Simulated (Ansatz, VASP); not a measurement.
**BaHfO3: VASP beside Ansatz**

INCAR

```
PREC = Accurate ; ENCUT = 520
EDIFF = 1E-6 ; ISMEAR = 0
SIGMA = 0.1 ; LREAL = F
LASPH = T ; NELM = 80
ALGO = Normal ; ISIF = 2
LWAVE = F ; LCHARG = F
GGA = PE ; NBANDS = 27
```

The input KPOINTS:

```
Automatic mesh
0
Gamma
  4 4 4
```

POSCAR

```
BaHfO3
1.0
    4.1695666300      0.0000000000      0.0000000000
    0.0000000000      4.1695666300      0.0000000000
    0.0000000000      0.0000000000      4.1703767800
Ba Hf O
1 1 3
Direct
    0.5000000000      0.5000000000      0.9964249700
    0.0000000000      0.0000000000      0.4978753300
    0.0000000000      0.5000000000      0.4988901300
    0.5000000000      0.0000000000      0.4988901300
    0.0000000000      0.0000000000      0.9979412000
```

Input for Ansatz:

```yaml
crystal:
  lattice:
    - [4.16956663, 0.0, 0.0]
    - [0.0, 4.16956663, 0.0]
    - [0.0, 0.0, 4.17037678]
  atoms:
    - { symbol: Ba, position: [0.5, 0.5, 0.99642497] }
    - { symbol: Hf, position: [0.0, 0.0, 0.49787533] }
    - { symbol: O, position: [0.0, 0.5, 0.49889013] }
    - { symbol: O, position: [0.5, 0.0, 0.49889013] }
    - { symbol: O, position: [0.0, 0.0, 0.9979412] }
basis:
  ecutwfc: 420
kpoints:
  mp_grid: { grid: [4, 4, 4] }
hamiltonian:
  xc: pbe
scf:
  occupations: { method: gaussian, width: 0.1 }
  lower_state_search: "off"
output:
  forces: true
  stress: true
  eigenvalues: true
```

Alike in both runs: task single point; functional PBE; k mesh 4 × 4 × 4; occupations gaussian, width 0.1 eV; no spin polarisation.

```csv
,VASP,Ansatz
version,VASP 6.6.1,Ansatz 0.2.0
potentials or method,"VASP PAW PBE potentials, release 64 (Ba_sv, Hf_pv, O), cutoff 520 eV","scalar-relativistic, plane waves, PAW"
valence electrons in the cell,38,54
```

Ansatz gave:

- gap on the k mesh at the Fermi level (eV): 3.67
- least direct gap on the mesh (eV): 3.77
- pressure (GPa): 4.3
- rms of the force components (eV/Å): 0.009

Question: Which values does VASP return?

Answer: gap on the k mesh at the Fermi level (eV): 3.58; least direct gap on the mesh (eV): 3.80; pressure (GPa): 3.8; rms of the force components (eV/Å): 0.011.

Atom by atom the forces differ by 0.002 eV/Å (rms over components). With one functional, cell and mesh, what is left measures potentials, basis and numerics. VASP's potentials hold 38 valence electrons a cell and Ansatz's 54, so a difference there can come from the potentials and not from the codes.

Spin-orbit coupling is off throughout.
